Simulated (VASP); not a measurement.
# P (P-4m2) in VASP: a series of runs

Runs on P. Level: PBE. Tasks: relaxation of cell and atoms, single point.

Program: VASP 6.6.1. These are calculated values, not measurements. Logs are shortened: lines on timing, memory, paths and dates and some standing lists are left out, and cuts for length are marked.

## 1. The cell of the first run

Symmetry: P-4m2, No. 115, tetragonal system. The conventional cell has a = 4.794 Å, b = 4.794 Å, c = 4.452 Å, α = 90.00°, β = 90.00°, γ = 90.00°. Within 2.8 Å of P (site symmetry m) lie 5 P at 2.11 to 2.59 Å. P (site symmetry -4m2) has 4 P at 2.13 Å within 2.8 Å.

The cell was generated, and may not be a known phase.

## 2. Relaxation of cell and atoms, PBE

Input file INCAR:

```
SYSTEM = P
PREC     = Accurate       ! precision mode
ENCUT    = 500            ! plane-wave cutoff, eV
EDIFF    = 1E-7           ! SCF threshold, eV
ISMEAR   = 0              ! smearing method
SIGMA    = 0.1            ! smearing width, eV
LREAL    = .False.        ! projectors in reciprocal space
LASPH    = .True.         ! aspherical terms in the spheres
NELM     = 120            ! most SCF steps
ALGO     = Normal         ! electronic algorithm
ISIF     = 3              ! what is computed and relaxed
LWAVE    = .False.        ! write WAVECAR
LCHARG   = .False.        ! write CHGCAR
GGA      = PE             ! functional
IBRION   = 2              ! ionic algorithm
NSW      = 90             ! ionic steps
EDIFFG   = -0.04          ! ionic threshold
GGA_COMPAT= .False.      
NELMIN   = 4
```

Input file KPOINTS:

```
Automatic mesh
0
Gamma
  4 4 4
  0 0 0
```

Input file POSCAR:

```
P
1.0
    4.7937398200      0.0000000000      0.0000000000
    0.0000000000      4.7937398200      0.0000000000
    0.0000000000      0.0000000000      4.4518619800
P
5
Direct
    0.0000000000      0.2696323400      0.6193693800
    0.2696323400      0.0000000000      0.3806306200
    0.7303676600      0.0000000000      0.3806306200
    0.0000000000      0.7303676600      0.6193693800
    0.0000000000      0.0000000000      0.0000000000
```

Potentials or basis: VASP PAW PBE potentials, release 64 (P).

On the command line:

```bash
cat potpaw_PBE.64/P/POTCAR > POTCAR
mpirun -np 1 vasp_std > vasp.out
```

OUTCAR:

```text
SYSTEM = P
   PREC = Accurate
   ENCUT = 500
   EDIFF = 1E-7
   ISMEAR = 0
   LREAL = .False.
   LASPH = .True.
   NELM = 120
   ISIF = 3
   GGA = PE
   IBRION = 2
   NSW = 90
   EDIFFG = -0.04
   NELMIN = 4

 ion  position               nearest neighbor table
   1  0.000  0.270  0.619-   2 2.11   3 2.11   5 2.13   4 2.21   4 2.59
   2  0.270  0.000  0.381-   1 2.11   4 2.11   5 2.13   3 2.21   3 2.59
   3  0.730  0.000  0.381-   1 2.11   4 2.11   5 2.13   2 2.21   2 2.59
   4  0.000  0.730  0.619-   2 2.11   3 2.11   5 2.13   1 2.21   1 2.59
   5  0.000  0.000  0.000-   1 2.13   2 2.13   3 2.13   4 2.13

  LATTYP: Found a simple tetragonal cell.
 ALAT       =     4.7937398200
 C/A-ratio  =     0.9286824373

  Lattice vectors:

 A1 = (   4.7937398200,   0.0000000000,   0.0000000000)
 A2 = (   0.0000000000,   4.7937398200,   0.0000000000)
 A3 = (   0.0000000000,   0.0000000000,   4.4518619800)

Analysis of symmetry for initial positions (statically):
=====================================================================
 Subroutine PRICEL returns:
 Original cell was already a primitive cell.

 Routine SETGRP: Setting up the symmetry group for a
 simple tetragonal supercell.

 Subroutine GETGRP returns: Found  8 space group operations
 (whereof  8 operations were pure point group operations)
 out of a pool of 16 trial point group operations.

The static configuration has the point symmetry D_2d.

Analysis of symmetry for dynamics (positions and initial velocities):
=====================================================================
 Subroutine PRICEL returns:
 Original cell was already a primitive cell.

 Routine SETGRP: Setting up the symmetry group for a
 simple tetragonal supercell.

 Subroutine GETGRP returns: Found  8 space group operations
 (whereof  8 operations were pure point group operations)
 out of a pool of 16 trial point group operations.

The dynamic configuration has the point symmetry D_2d.

 Subroutine INISYM returns: Found  8 space group operations
 (whereof  8 operations are pure point group operations),
 and found     1 'primitive' translations

----------------------------------------------------------------------------------------

                                     Primitive cell

  volume of cell :     102.3035

  direct lattice vectors                    reciprocal lattice vectors
     4.793739820  0.000000000  0.000000000     0.208605397  0.000000000  0.000000000
     0.000000000  4.793739820  0.000000000     0.000000000  0.208605397  0.000000000
     0.000000000  0.000000000  4.451861980     0.000000000  0.000000000  0.224625113

  length of vectors
     4.793739820  4.793739820  4.451861980     0.208605397  0.208605397  0.224625113

[... 80 lines left out ...]
   LREAL  =      F    real-space projection
   EDIFFG = -.4E-01   stopping-criterion for IOM
   NSW    =     90    number of steps for IOM
   IBRION =      2    ionic relax: 0-MD 1-quasi-New 2-CG
   NFREE  =      1    steps in history (QN), initial steepest desc. (CG)
   ISIF   =      3    stress and relaxation
   ISYM   =      2    0-nonsym 1-usesym 2-fastsym
   POTIM  = 0.5000    time-step for ionic-motion
   TEBEG  =    0.0;   TEEND  =   0.0 temperature during run
   PSTRESS=    0.0 pullay stress
   NELECT =      25.0000    total number of electrons
   NUPDOWN=      -1.0000    fix difference up-down
   EMIN   =  10.00;   EMAX   =-10.00  energy-range for DOS
   EFERMI =   0.00;   METHOD = LEGACY
   ISMEAR =     0;   SIGMA  =   0.10  broadening in eV -4-tet -1-fermi 0-gaus
   EFERMI_NEDOS =   21; number of points for ismear=-14 and -15
   IALGO  =     38    algorithm
   IMIX   =      4    mixing-type and parameters
     AMIX     =   0.40;   BMIX     =  1.00
     AMIX_MAG =   1.60;   BMIX_MAG =  1.00
  volume/ion in A,a.u.               =      20.46       138.08
  Fermi-wavevector in a.u.,A,eV,Ry     =   1.023508  1.934150 14.253040  1.047569
  Thomas-Fermi vector in A             =   2.157245
   LORBIT       =      0    0 simple, 1 ext, 2 COOP (PROOUT), +10 PAW based schemes
   GGA     = PE    functional components
   LHFCALC =     F    Hartree Fock is set to
   AEXX    =    0.0000 exact exchange contribution
   IVDW    =     0    specifies the selected vdW correction
   LEPSILON=     F    determine dielectric tensor
   LRPA    =     F    only Hartree local field effects (RPA)
 conjugate gradient relaxation of ions
 non-spin polarized calculation
 Gauss-broadening in eV      SIGMA  =   0.10
  energy-cutoff  :      500.00
  volume of cell :      102.30
 maximum number of plane-waves:      2640
 NGX is ok and might be reduce to    36
   NGX = 17   NGY = 17   NGZ = 17

--------------------------------------- Ionic step        1  -------------------------------------------

 number of electron      24.9999999 magnetization

 Free energy of the ion-electron system (eV)
  ---------------------------------------------------
  ext. energy  EPLUGINS =         0.00000000
  ---------------------------------------------------
  free energy    TOTEN  =       -21.00770899 eV

  energy without entropy =      -20.98743822  energy(sigma->0) =      -20.99757360

 E-fermi :   6.2147     XC(G=0):  -8.9838

 val. band max:        6.1950394103   @ k =   0.0000   0.0000   0.0000
 cond. band min:       6.2375175607   @ k =   0.5000   0.2500   0.2500
 fundamental gap:      0.0424781504
 Fermi energy:         6.2147132452

 k-point     1 :       0.0000    0.0000    0.0000
  band No.  band energies     occupation
      1     -12.3417      2.00000
      2      -5.9778      2.00000
      3      -4.9692      2.00000
      4      -4.9692      2.00000
      5      -4.9163      2.00000
      6      -3.0150      2.00000
[... 441 lines left out ...]
  FREE ENERGIE OF THE ION-ELECTRON SYSTEM (eV)
  ---------------------------------------------------
  free  energy   TOTEN  =       -23.4638342804 eV

  energy  without entropy=      -23.4518610810  energy(sigma->0) =      -23.45784768

[... ionic steps 4 to 9 ...]

--------------------------------------- Ionic step       10  -------------------------------------------

 number of electron      25.0000015 magnetization

------------------------ aborting loop because EDIFF is reached ----------------------------------------
[... 73 lines left out ...]
--------------------------------------- Ionic step       12  -------------------------------------------

 number of electron      25.0000005 magnetization

 Free energy of the ion-electron system (eV)
  ---------------------------------------------------
  ext. energy  EPLUGINS =         0.00000000
  ---------------------------------------------------
  free energy    TOTEN  =       -23.73713315 eV

  energy without entropy =      -23.71737991  energy(sigma->0) =      -23.72725653

 E-fermi :   3.2605     XC(G=0):  -7.9382

 val. band max:        3.2537487791   @ k =   0.2500   0.2500   0.5000
 cond. band min:       3.3060120194   @ k =   0.5000   0.2500   0.2500
 fundamental gap:      0.0522632403
 Fermi energy:         3.2605289314

 k-point     1 :       0.0000    0.0000    0.0000
  band No.  band energies     occupation
      1     -11.6252      2.00000
      2      -8.5625      2.00000
      3      -6.9694      2.00000
      4      -6.0486      2.00000
      5      -6.0486      2.00000
      6      -3.4467      2.00000
[... 363 lines left out ...]
  FREE ENERGIE OF THE ION-ELECTRON SYSTEM (eV)
  ---------------------------------------------------
  free  energy   TOTEN  =       -23.7371331528 eV

  energy  without entropy=      -23.7173799133  energy(sigma->0) =      -23.72725653

 reached required accuracy - stopping structural energy minimisation
```

OSZICAR:

```text
N       E                     dE             d eps       ncg     rms          rms(c)
DAV:   1     0.119411793127E+03    0.11941E+03   -0.10342E+04   576   0.124E+03
DAV:   2    -0.145425426106E+02   -0.13395E+03   -0.13255E+03   800   0.219E+02
DAV:   3    -0.215083771041E+02   -0.69658E+01   -0.69412E+01   784   0.549E+01
[... 142 lines left out ...]
DAV:   4    -0.237371423613E+02    0.32255E-04   -0.96357E-05   736   0.597E-02    0.246E-02
DAV:   5    -0.237371343950E+02    0.79663E-05   -0.28805E-05   736   0.297E-02    0.665E-03
DAV:   6    -0.237371337508E+02    0.64420E-06   -0.30227E-06   752   0.115E-02    0.600E-03
DAV:   7    -0.237371332392E+02    0.51163E-06   -0.68476E-07   728   0.470E-03    0.197E-03
DAV:   8    -0.237371331528E+02    0.86417E-07   -0.68918E-08   336   0.181E-03
  12 F= -.23737133E+02 E0= -.23727257E+02  d E =-.152575E-02
```

CONTCAR:

```text
P
   1.00000000000000
     5.3898779871538567    0.0000000000000000    0.0000000000000000
     0.0000000000000000    5.3898779871538567   -0.0000000000000000
    -0.0000000000000000    0.0000000000000000    4.6196379090487172
  P
     5
Direct
     0.0000000000000000    0.3034346693938159    0.6590819882505070
     0.3034346693938160    0.0000000000000000    0.3409180117494932
     0.6965653306061842    0.0000000000000000    0.3409180117494932
     0.0000000000000000    0.6965653306061842    0.6590819882505070
     0.0000000000000000    0.0000000000000000    0.0000000000000000

  0.00000000E+00  0.00000000E+00  0.00000000E+00
  0.00000000E+00  0.00000000E+00  0.00000000E+00
  0.00000000E+00  0.00000000E+00  0.00000000E+00
  0.00000000E+00  0.00000000E+00  0.00000000E+00
  0.00000000E+00  0.00000000E+00  0.00000000E+00
```

It took 2.2 min on 1 thread of Intel Xeon Platinum 8488C (Sapphire Rapids), shared host; peak memory 0.19 GiB.

Results:

- Free energy: -23.7371 eV
- Relaxed volume: 26.84 Å³/atom
- Relaxed cell: a = 5.390 Å, b = 5.390 Å, c = 4.620 Å, α = 90.00°, β = 90.00°, γ = 90.00°
- Space group after relaxing (to 0.1 Å): P-4m2 (No. 115)
- Energy gained by relaxing: 545.9 meV/atom
- Ionic steps: 12
- Pressure after relaxing: 0.0 GPa
- Largest force after relaxing: 0.023 eV/Å
- Band gap on the k mesh: zero (an odd number of electrons rules out a gap without spin polarisation)

Forces on the atoms (eV/Å):
```
P    0.000  0.006 -0.023
P    0.006  0.000  0.023
P   -0.006  0.000  0.023
P    0.000 -0.006 -0.023
P    0.000  0.000  0.000
```

The path:
| step | energy change (eV) | largest force (eV/Å) | pressure (GPa) | volume (Å³) |
| --- | --- | --- | --- | --- |
| 1 | 0.0000 | 3.5733 | 23.35 | 102.30 |
| 2 | -2.2450 | 0.6130 | -4.33 | 153.04 |
| 3 | -2.4561 | 0.5063 | -0.06 | 134.58 |
| 4 | -2.4574 | 0.5101 | -0.47 | 135.83 |
| 5 | -2.5227 | 0.4982 | -0.36 | 135.01 |
| 6 | -2.6735 | 0.3000 | 0.40 | 132.46 |
| 7 | -2.5319 | 0.6810 | 3.68 | 126.98 |
| 8 | -2.7079 | 0.1035 | 1.06 | 131.03 |
| 9 | -2.7106 | 0.0298 | 1.44 | 130.33 |
| 10 | -2.7095 | 0.1155 | -1.02 | 137.53 |
| 11 | -2.7279 | 0.0676 | 0.17 | 133.85 |
| 12 | -2.7294 | 0.0234 | 0.00 | 134.20 |

Final structure:
```
P
1.0
     5.38988    0.00000    0.00000
     0.00000    5.38988    0.00000
     0.00000    0.00000    4.61964
P
5
Direct
  0.00000 0.30343 0.65908
  0.30343 0.00000 0.34092
  0.69657 0.00000 0.34092
  0.00000 0.69657 0.65908
  0.00000 0.00000 0.00000
```

Caveat: the volume moved by over 15 % at a fixed basis, so the end points are rough; an odd number of electrons without spin polarisation forces a metal; a magnetic or distorted state may lie lower.

[end of part 1 of 2]

The gap in the log of VASP goes by the Fermi energy; the results here count the filled bands.